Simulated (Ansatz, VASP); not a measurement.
**One calculation of SiC, two programs**

```
Si C
1.0
     0.00000    2.18985    2.18985
     2.18985    0.00000    2.18985
     2.18985    2.18985    0.00000
Si C
1 1
Direct
  0.75000 0.75000 0.75000
  0.00000 0.00000 0.00000
```

Alike in both runs: task single point; functional PBE; k mesh 8 × 8 × 8; occupations fermi-dirac, width 0.01 eV; no spin polarisation.

|  | VASP | Ansatz |
| --- | --- | --- |
| version | VASP 6.6.1 | Ansatz 0.2.0 |
| potentials or method | VASP PAW PBE potentials, release 64 (Si, C), cutoff 600 eV | plane-wave PAW DFT |
| valence electrons in the cell | 8 | 8 |

```csv
,VASP,Ansatz,Ansatz less VASP
gap on the k mesh at the Fermi level (eV),1.37,1.37,+0.002
```

With one functional, cell and mesh, what is left measures potentials, basis and numerics.
